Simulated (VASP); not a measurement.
Set up this calculation in VASP 6.6.1, as the native input.

```
Task                   : single point
Functional             : PBE
Dispersion             : D3(BJ)
Potentials or basis    : VASP PAW PBE potentials, release 64 (C, H)
Cutoff                 : 520 eV
k mesh                 : 6 × 6 × 1
Occupations            : gaussian, width 0.1 eV
Spin                   : no spin polarisation
Dipole correction      : yes
Further INCAR settings : ALGO = Normal; EDIFF = 1e-06; NBANDS = 28
```

The structure of HC4 lies in POSCAR:

```
HC4
1.0
    4.9314011428      0.0000000001      0.0000000000
   -2.4657005715      4.2707186659      0.0000000000
    0.0000000000      0.0000000000     18.0000000000
C H
8 2
Direct
    0.1666666667      0.3333333333      0.2222222222
    0.1666666667      0.8333333333      0.2222222222
    0.6666666667      0.3333333333      0.2222222222
    0.6666666667      0.8333333333      0.2222222222
    0.3333333333      0.1666666667      0.2222222222
    0.3333333333      0.6666666667      0.2222222222
    0.8333333333      0.1666666667      0.2222222222
    0.8333333333      0.6666666667      0.2222222222
   -0.0186877442     -0.0186848854      0.2472222222
    0.5186877442      0.5186848854      0.2472222222
```

These files were run (other wordings do the same):

INCAR

```
SYSTEM = HC4
ALGO = Normal ; DIPOL = 0.5 0.5 0.227
EDIFF = 1E-6 ; ENCUT = 520
GGA = PE ; IDIPOL = 3
ISIF = 2 ; ISMEAR = 0
IVDW = 12 ; LASPH = .TRUE.
LCHARG = .TRUE. ; LDIPOL = .TRUE.
LELF = .TRUE. ; LREAL = .FALSE.
LVACPOTAV = .TRUE. ; LVHAR = .TRUE.
LWAVE = .FALSE. ; NBANDS = 28
NELM = 100 ; PREC = Accurate
SIGMA = 0.1
```

KPOINTS

```
k-points
0
G
  6 6 1
  0 0 0
```

Potentials or basis: VASP PAW PBE potentials, release 64 (C, H).

The run is started by

```bash
$ cat potpaw_PBE.64/C/POTCAR potpaw_PBE.64/H/POTCAR > POTCAR
$ mpirun -np 1 vasp_std > vasp.out
```

It gave:

The largest force is 3.682 eV/Å. The band gap on the k mesh is zero (band 17 reaches -0.16 eV, above the bottom of band 18 at -1.90 eV) and the dispersion energy per atom is -0.071 eV.

Wall time 2 min on 1 thread of Intel(R) Xeon(R) 6975P-C (Granite Rapids), on a shared host, peak memory 0.53 GiB.
